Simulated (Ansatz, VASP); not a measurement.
## Two plane-wave programs on GaN

The input INCAR:

```
ALGO = Normal
EDIFF = 1E-7
ENCUT = 520
GGA = PE
ISIF = 2
ISMEAR = -1
LASPH = T
LCHARG = T
LELF = T
LREAL = F
LVHAR = T
LWAVE = F
NBANDS = 26
NELM = 100
PREC = Accurate
SIGMA = 0.02
```

File KPOINTS:

```
k-points
0
Gamma
  12 12 6
```

File POSCAR:

```
GaN
1.0
    2.9672035378      0.0000000000      0.0000000000
   -1.4836017689      2.5696736419      0.0000000000
    0.0000000000      0.0000000000      4.8628126368
Ga N
2 2
Direct
    0.0000000000      0.0000000000      0.0000000000
    0.0000000000      0.0000000000      0.5000000000
    0.3333333333      0.6666666667      0.2500000000
    0.6666666667      0.3333333333      0.7500000000
```

Input for Ansatz:

```yaml
crystal:
  lattice:
    - [2.9672035378, 0.0, 0.0]
    - [-1.4836017689, 2.5696736419, 0.0]
    - [0.0, 0.0, 4.8628126368]
  atoms:
    - { symbol: Ga, position: [0.0, 0.0, 0.0] }
    - { symbol: Ga, position: [0.0, 0.0, 0.5] }
    - { symbol: "N", position: [0.3333333333, 0.6666666667, 0.25] }
    - { symbol: "N", position: [0.6666666667, 0.3333333333, 0.75] }
kpoints:
  mp_grid: { grid: [12, 12, 6] }
  band_path:
    path:
      - [0.0, 0.0, 0.0]
      - [0.5, 0.0, 0.0]
      - [0.3333333333, 0.3333333333, 0.0]
      - [0.0, 0.0, 0.5]
      - [0.5, 0.0, 0.5]
      - [0.3333333333, 0.3333333333, 0.5]
      - [0.15, 0.0, 0.0]
    npoints: 1
hamiltonian:
  xc: pbe
scf:
  occupations: { method: fermi_dirac, width: 0.02 }
  n_extra_bands: 5
output:
  forces: true
  stress: true
  eigenvalues: true
```

Change from the starting cell: uniaxial_z strain -3.4%.

Alike in both runs: task single point; functional PBE; k mesh 12 × 12 × 6; occupations fermi-dirac, width 0.02 eV; no spin polarisation.

```csv
,VASP,Ansatz
version,VASP 6.6.1,Ansatz 0.2.0
potentials or method,"VASP PAW PBE potentials, release 64 (Ga_d, N)","plane waves, PAW"
plane-wave cutoff (eV),520,420
valence electrons in the cell,36,36
```

VASP gave:

- gap on the k mesh at the Fermi level (eV): 1.83
- pressure (GPa): 19.1
- traceless stress, the component that is largest in VASP (GPa): 15.05

Task: Estimate Ansatz's values.

Result: gap on the k mesh at the Fermi level (eV): 1.85; pressure (GPa): 18.2; traceless stress, the component that is largest in VASP (GPa): 15.00.
